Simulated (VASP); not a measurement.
# Sn (Fd-3m) in VASP: a series of runs

Sn is run at these levels: PBE, r2SCAN; tasks: single point.

Everything below comes from runs of VASP 6.6.1. Logs are shortened: lines on timing, memory, paths and dates and some standing lists are left out, and cuts for length are marked.

### Step 1. The cell of the first run

It takes space group Fd-3m (No. 227, cubic). The conventional cell has a = 6.569 Å, b = 6.569 Å, c = 6.569 Å, α = 90.00°, β = 90.00°, γ = 90.00°. Within 3.7 Å of Sn (site symmetry -43m) lie 4 Sn at 2.84 Å.

This isn't the form of Sn at room conditions, which is tetragonal (white tin).

### Step 2. Single point, PBE

Contents of INCAR:

```
SYSTEM = Sn
PREC     = Accurate       ! precision mode
ENCUT    = 520            ! plane-wave cutoff, eV
EDIFF    = 1E-7           ! SCF threshold, eV
ISMEAR   = -1             ! smearing method
SIGMA    = 0.02           ! smearing width, eV
LREAL    = .FALSE.        ! projectors in reciprocal space
LASPH    = .TRUE.         ! aspherical terms in the spheres
NELM     = 100            ! most SCF steps
ALGO     = Normal         ! electronic algorithm
ISIF     = 2              ! what is computed and relaxed
LWAVE    = .FALSE.        ! write WAVECAR
LCHARG   = .FALSE.        ! write CHGCAR
GGA      = PE             ! functional
NBANDS   = 21             ! bands
```

Contents of KPOINTS:

```
regular mesh
0
G
  6 6 6
  0 0 0
```

Contents of POSCAR:

```
Sn
1.0
    0.0000000000      3.2844597810      3.2844597810
    3.2844597810      0.0000000000      3.2844597810
    3.2844597810      3.2844597810      0.0000000000
Sn
2
Direct
    0.0000000000      0.0000000000      0.0000000000
    0.2500000000      0.2500000000      0.2500000000
```

Potentials or basis: VASP PAW PBE potentials, release 64 (Sn_d).

Command:

```
> cat potpaw_PBE.64/Sn_d/POTCAR > POTCAR
> mpirun -np 1 vasp_std > vasp.out
```

OUTCAR:

```text
SYSTEM = Sn
   PREC = Accurate
   ENCUT = 520
   EDIFF = 1E-7
   ISMEAR = -1
   LREAL = .FALSE.
   LASPH = .TRUE.
   NELM = 100
   ISIF = 2
   GGA = PE

 ion  position               nearest neighbor table
   1  0.000  0.000  0.000-   2 2.84   2 2.84   2 2.84   2 2.84
   2  0.250  0.250  0.250-   1 2.84   1 2.84   1 2.84   1 2.84

  LATTYP: Found a face centered cubic cell.
 ALAT       =     6.5689195620

  Lattice vectors:

 A1 = (   0.0000000000,   3.2844597810,   3.2844597810)
 A2 = (   3.2844597810,   0.0000000000,   3.2844597810)
 A3 = (   3.2844597810,   3.2844597810,   0.0000000000)

Analysis of symmetry for initial positions (statically):
=====================================================================
 Subroutine PRICEL returns:
 Original cell was already a primitive cell.

 Routine SETGRP: Setting up the symmetry group for a
 face centered cubic supercell.

 Subroutine GETGRP returns: Found 48 space group operations
 (whereof 24 operations were pure point group operations)
 out of a pool of 48 trial point group operations.

The static configuration has the point symmetry T_d .
 The point group associated with its full space group is O_h .

Analysis of symmetry for dynamics (positions and initial velocities):
=====================================================================
 Subroutine PRICEL returns:
 Original cell was already a primitive cell.

 Routine SETGRP: Setting up the symmetry group for a
 face centered cubic supercell.

 Subroutine GETGRP returns: Found 48 space group operations
 (whereof 24 operations were pure point group operations)
 out of a pool of 48 trial point group operations.

The dynamic configuration has the point symmetry T_d .
 The point group associated with its full space group is O_h .

 Subroutine INISYM returns: Found 48 space group operations
 (whereof 24 operations are pure point group operations),
 and found     1 'primitive' translations

----------------------------------------------------------------------------------------

                                     Primitive cell

  volume of cell :      70.8634

  direct lattice vectors                    reciprocal lattice vectors
     0.000000000  3.284459781  3.284459781    -0.152232036  0.152232036  0.152232036
     3.284459781  0.000000000  3.284459781     0.152232036 -0.152232036  0.152232036
     3.284459781  3.284459781  0.000000000     0.152232036  0.152232036 -0.152232036

  length of vectors
     4.644927567  4.644927567  4.644927567     0.263673621  0.263673621  0.263673621

  position of ions in fractional coordinates (direct lattice)
     0.000000000  0.000000000  0.000000000
     0.250000000  0.250000000  0.250000000

  ion indices of the primitive-cell ions
   primitive index   ion index
                 1           1
                 2           2

----------------------------------------------------------------------------------------

 KPOINTS: regular mesh

Automatic generation of k-mesh.
 Grid dimensions read from file:
 generate k-points for:    6    6    6

 Generating k-lattice:

  Cartesian coordinates                     Fractional coordinates (reciprocal lattice)
    -0.025372006  0.025372006  0.025372006     0.166666667  0.000000000  0.000000000
     0.025372006 -0.025372006  0.025372006     0.000000000  0.166666667  0.000000000
     0.025372006  0.025372006 -0.025372006     0.000000000  0.000000000  0.166666667

  Length of vectors
     0.043945604  0.043945604  0.043945604

  Shift w.r.t. Gamma in fractional coordinates (k-lattice)
     0.000000000  0.000000000  0.000000000

 Subroutine IBZKPT returns following result:
 ===========================================

 Found     16 irreducible k-points:

 Following reciprocal coordinates:
            Coordinates               Weight
  0.000000  0.000000  0.000000      1.000000
  0.166667  0.000000  0.000000      8.000000
  0.333333  0.000000  0.000000      8.000000
  0.500000  0.000000  0.000000      4.000000
  0.166667  0.166667  0.000000      6.000000
  0.333333  0.166667  0.000000     24.000000
[... 8 lines left out ...]
 -0.333333  0.333333  0.166667     24.000000
 -0.333333  0.500000  0.166667     12.000000
   k-points           NKPTS =     16   k-points in BZ     NKDIM =     16   number of bands    NBANDS=     21
   number of dos      NEDOS =    301   number of ions     NIONS =      2
   total plane-waves  NPLWV =  46656
   dimension x,y,z NGX =    36 NGY =   36 NGZ =   36
   dimension x,y,z NGXF=    72 NGYF=   72 NGZF=   72
   ions per type =               2
   NGX,Y,Z   is equivalent  to a cutoff of  12.88, 12.88, 12.88 a.u.
   NGXF,Y,Z  is equivalent  to a cutoff of  25.77, 25.77, 25.77 a.u.
 SYSTEM =  Sn
   PREC   = accura    normal or accurate (medium, high low for compatibility)
   ISTART =      0    job   : 0-new  1-cont  2-samecut
   ICHARG =      2    charge: 1-file 2-atom 10-const
   ISPIN  =      1    spin polarized calculation?
   LNONCOLLINEAR =      F non collinear calculations
   LSORBIT =      F    spin-orbit coupling
   LASPH  =      T    aspherical Exc in radial PAW
   ENCUT  =  520.0 eV  38.22 Ry    6.18 a.u.   8.64  8.64  8.64*2*pi/ulx,y,z
   NELM   =    100;   NELMIN=  2; NELMDL= -5     # of ELM steps
   EDIFF  = 0.1E-06   stopping-criterion for ELM
   LREAL  =      F    real-space projection
   EDIFFG = 0.1E-05   stopping-criterion for IOM
   NSW    =      0    number of steps for IOM
   IBRION =     -1    ionic relax: 0-MD 1-quasi-New 2-CG
   NFREE  =      0    steps in history (QN), initial steepest desc. (CG)
   ISIF   =      2    stress and relaxation
   ISYM   =      2    0-nonsym 1-usesym 2-fastsym
   POTIM  = 0.5000    time-step for ionic-motion
   TEBEG  =    0.0;   TEEND  =   0.0 temperature during run
   PSTRESS=    0.0 pullay stress
   NELECT =      28.0000    total number of electrons
   NUPDOWN=      -1.0000    fix difference up-down
   EMIN   =  10.00;   EMAX   =-10.00  energy-range for DOS
   EFERMI =   0.00;   METHOD = LEGACY
   ISMEAR =    -1;   SIGMA  =   0.02  broadening in eV -4-tet -1-fermi 0-gaus
   EFERMI_NEDOS =   21; number of points for ismear=-14 and -15
   IALGO  =     38    algorithm
   IMIX   =      4    mixing-type and parameters
     AMIX     =   0.40;   BMIX     =  1.00
     AMIX_MAG =   1.60;   BMIX_MAG =  1.00
  volume/ion in A,a.u.               =      35.43       239.10
  Fermi-wavevector in a.u.,A,eV,Ry     =   1.201306  2.270139 19.635051  1.443136
  Thomas-Fermi vector in A             =   2.337118
   LORBIT       =      0    0 simple, 1 ext, 2 COOP (PROOUT), +10 PAW based schemes
   GGA     = PE    functional components
   LHFCALC =     F    Hartree Fock is set to
   AEXX    =    0.0000 exact exchange contribution
   IVDW    =     0    specifies the selected vdW correction
   LEPSILON=     F    determine dielectric tensor
   LRPA    =     F    only Hartree local field effects (RPA)
 non-spin polarized calculation
  energy-cutoff  :      520.00
  volume of cell :       70.86
 maximum number of plane-waves:      1932
 NGX is ok and might be reduce to    36
   NGX = 17   NGY = 17   NGZ = 17

 number of electron      27.9999984 magnetization

 Free energy of the ion-electron system (eV)
  ---------------------------------------------------
  ext. energy  EPLUGINS =         0.00000000
  ---------------------------------------------------
  free energy    TOTEN  =        -7.64664600 eV

  energy without entropy =       -7.64612788  energy(sigma->0) =       -7.64638694

 E-fermi :   5.1932     XC(G=0):  -8.7109

 val. band max:        4.9353002913   @ k =   0.1667   0.0000   0.0000
 cond. band min:       5.1932479721   @ k =   0.5000   0.0000   0.0000
 fundamental gap:      0.2579476808
 Fermi energy:         5.1931957778

 k-point     1 :       0.0000    0.0000    0.0000
  band No.  band energies     occupation
      1     -16.3435      2.00000
      2     -16.3435      2.00000
      3     -16.3435      2.00000
      4     -16.2891      2.00000
      5     -16.2891      2.00000
      6     -16.0086      2.00000
[... 13 lines left out ...]
     20      13.1398      0.00000
     21      13.1398      0.00000

 k-point     2 :       0.1667    0.0000    0.0000
  band No.  band energies     occupation
      1     -16.3581      2.00000
      2     -16.3581      2.00000
      3     -16.3376      2.00000
      4     -16.2679      2.00000
      5     -16.2679      2.00000
      6     -16.0374      2.00000
[... 13 lines left out ...]
     20      12.1466      0.00000
     21      12.1466      0.00000

 k-point     3 :       0.3333    0.0000    0.0000
  band No.  band energies     occupation
      1     -16.3725      2.00000
      2     -16.3725      2.00000
      3     -16.3252      2.00000
      4     -16.2424      2.00000
      5     -16.2424      2.00000
      6     -16.0590      2.00000
[... 13 lines left out ...]
     20      12.5393      0.00000
     21      12.5393      0.00000

 k-point     4 :       0.5000    0.0000    0.0000
  band No.  band energies     occupation
      1     -16.3765      2.00000
      2     -16.3765      2.00000
      3     -16.3186      2.00000
      4     -16.2342      2.00000
      5     -16.2342      2.00000
      6     -16.0651      2.00000
[... 13 lines left out ...]
     20      13.8528      0.00000
     21      13.9496      0.00000

 k-point     5 :       0.1667    0.1667    0.0000
  band No.  band energies     occupation
      1     -16.3567      2.00000
      2     -16.3567      2.00000
      3     -16.3509      2.00000
      4     -16.2695      2.00000
      5     -16.2435      2.00000
      6     -16.0787      2.00000
[... 13 lines left out ...]
     20      11.7982      0.00000
     21      13.4448      0.00000
[... 190 lines left out ...]
     20      14.3223      0.00000
     21      15.5413      0.00000

 k-point    14 :       0.5000    0.3333    0.1667
  band No.  band energies     occupation
      1     -16.3957      2.00000
      2     -16.3904      2.00000
      3     -16.2888      2.00000
      4     -16.2165      2.00000
      5     -16.1744      2.00000
      6     -16.1485      2.00000
[... 13 lines left out ...]
     20      13.2092      0.00000
     21      14.8966      0.00000

 k-point    15 :      -0.3333    0.3333    0.1667
  band No.  band energies     occupation
      1     -16.4081      2.00000
      2     -16.3949      2.00000
      3     -16.2591      2.00000
      4     -16.1925      2.00000
      5     -16.1659      2.00000
      6     -16.1532      2.00000
[... 13 lines left out ...]
     20      14.4674      0.00000
     21      14.8303      0.00000

 k-point    16 :      -0.3333    0.5000    0.1667
  band No.  band energies     occupation
      1     -16.4026      2.00000
      2     -16.4026      2.00000
      3     -16.2306      2.00000
      4     -16.2306      2.00000
      5     -16.1481      2.00000
      6     -16.1481      2.00000
[... 13 lines left out ...]
     20      14.1114      0.00000
     21      15.3401      0.00000

------------------------ aborting loop because EDIFF is reached ----------------------------------------

  FORCE on cell =-STRESS in cart. coord.  units (eV):
  Direction    XX          YY          ZZ          XY          YZ          ZX
  --------------------------------------------------------------------------------------
  -------------------------------------------------------------------------------------
  Total        0.6807533      0.6807533      0.6807533      0.0000000      0.0000000     -0.0000000
  in kB       15.3914124     15.3914124     15.3914124      0.0000000      0.0000000     -0.0000000
  external PRESSURE =      15.3914124 kB  Pullay stress =       0.0000000 kB

 VOLUME and BASIS-vectors are now :
 -----------------------------------------------------------------------------
  energy-cutoff  :      520.00
  volume of cell :       70.86
      direct lattice vectors                 reciprocal lattice vectors
     0.000000000  3.284459781  3.284459781    -0.152232036  0.152232036  0.152232036
     3.284459781  0.000000000  3.284459781     0.152232036 -0.152232036  0.152232036
     3.284459781  3.284459781  0.000000000     0.152232036  0.152232036 -0.152232036

 POSITION                                       TOTAL-FORCE (eV/Angst)
 -----------------------------------------------------------------------------------
      0.00000      0.00000      0.00000         0.000000      0.000000      0.000000
      1.64223      1.64223      1.64223        -0.000000     -0.000000     -0.000000
 -----------------------------------------------------------------------------------
    total drift:                                0.000000      0.000000      0.000000

  FREE ENERGIE OF THE ION-ELECTRON SYSTEM (eV)
  ---------------------------------------------------
  free  energy   TOTEN  =        -7.6466460015 eV

  energy  without entropy=       -7.6461278829  energy(sigma->0) =       -7.64638694
```

Run time: 16 s. Hardware: 1 thread of AMD EPYC 9R45 (Zen 5), shared host; peak memory 0.17 GiB.

Results:

* Free energy: -7.6466 eV
* Pressure: 1.5 GPa
* Band gap on the k mesh: zero (bands 14 and 15 overlap by 0.16 eV)

Levels at points of the mesh, in eV from the Fermi level:
| k point | band 12 | band 13 | band 14 | band 15 | band 16 | band 17 |
| --- | --- | --- | --- | --- | --- | --- |
| (0.00, 0.00, 0.00) | -0.81 | 0.16 | 0.16 | 0.16 | 2.23 | 2.23 |
| (0.50, 0.00, 0.00) | -6.09 | -0.99 | -0.99 | 0.00 | 3.29 | 3.29 |
| (0.50, 0.50, 0.00) | -7.31 | -2.27 | -2.27 | 0.94 | 0.94 | 7.57 |

Caveat: spin-orbit coupling is left out, which moves the levels of the heavy elements.

### Step 3. Single point, PBE (strain +2.0%)

Contents of INCAR:

```
SYSTEM = Sn
ALGO = Normal
EDIFF = 1E-7
ENCUT = 520
GGA = PE
ISIF = 2
ISMEAR = -1
LASPH = .TRUE.
LCHARG = .FALSE.
LREAL = .FALSE.
LWAVE = .FALSE.
NBANDS = 21
NELM = 60
PREC = Accurate
SIGMA = 0.02
```

Contents of KPOINTS:

```
k-points
0
G
  6 6 6
  0 0 0
```

Contents of POSCAR:

```
Sn
1.0
    0.0000000000      3.3501489766      3.3501489766
    3.3501489766      0.0000000000      3.3501489766
    3.3501489766      3.3501489766      0.0000000000
Sn
2
Direct
    0.0000000000      0.0000000000      0.0000000000
    0.2500000000      0.2500000000      0.2500000000
```

Potentials or basis: VASP PAW PBE potentials, release 64 (Sn_d).

Command:

```
> cat potpaw_PBE.64/Sn_d/POTCAR > POTCAR
> mpirun -np 1 vasp_std > vasp.out
```

Run time: 17 s. Hardware: 1 thread of AMD EPYC 9R45 (Zen 5), shared host; peak memory 0.17 GiB.

Results (log left out):

| Quantity | Value |
| --- | --- |
| Free energy | -7.6573 eV |
| Pressure | -0.7 GPa |
| Band gap on the k mesh | zero (bands 14 and 15 overlap by 0.27 eV) |

Levels at points of the mesh, in eV from the Fermi level:
```
           k point  band 10  band 11  band 12  band 13  band 14  band 15  band 16  band 17  band 18  band 19
(0.00, 0.00, 0.00)   -21.06    -9.82    -1.11     0.26     0.26     0.26     2.32     2.32     2.32     5.13
(0.50, 0.00, 0.00)   -21.02    -8.38    -5.80    -0.80    -0.80     0.00     3.36     3.36     5.87     8.22
(0.50, 0.50, 0.00)   -21.00    -7.03    -7.03    -1.99    -1.99     1.09     1.09     7.30     7.30     8.82
```

Caveat: the cell differs from its parent crystal (strain +2.0%); spin-orbit coupling is left out, which moves the levels of the heavy elements.

(Continued in part 2 of 2.)
